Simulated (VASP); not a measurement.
Here is a VASP 6.6.1 calculation.

INCAR

```
SYSTEM = Au2Br
PREC = Accurate ; ENCUT = 520
EDIFF = 1E-7 ; ISMEAR = 0
SIGMA = 0.1 ; LREAL = .FALSE.
LASPH = .TRUE. ; NELM = 100
ALGO = Normal ; ISIF = 2
LWAVE = .FALSE. ; LCHARG = .FALSE.
GGA = PE ; NBANDS = 22
```

Contents of KPOINTS:

```
Automatic mesh
0
G
  6 6 4
  0 0 0
```

Contents of POSCAR:

```
Au2Br
1.0
    4.6497269086      0.0000000000      0.0000000000
   -2.3248634543      4.0267816235      0.0000000000
    0.0000000000      0.0000000000      3.7093635305
Au Br
2 1
Direct
    0.3333333333      0.6666666667      0.5000000000
    0.6666666667      0.3333333333      0.5000000000
    0.0000000000      0.0000000000      0.0000000000
```

Potentials or basis: VASP PAW PBE potentials, release 64 (Au, Br).

The run is started by

```console
$ cat potpaw_PBE.64/Au/POTCAR potpaw_PBE.64/Br/POTCAR > POTCAR
$ mpirun -np 1 vasp_std > vasp.out
```

(1) What does it give for the pressure?

## Answers

(1) 0.0 GPa.

Caveat: the k points lie up to 0.42 Å⁻¹ apart; an odd number of electrons without spin polarisation forces a metal; a magnetic or distorted state may lie lower.
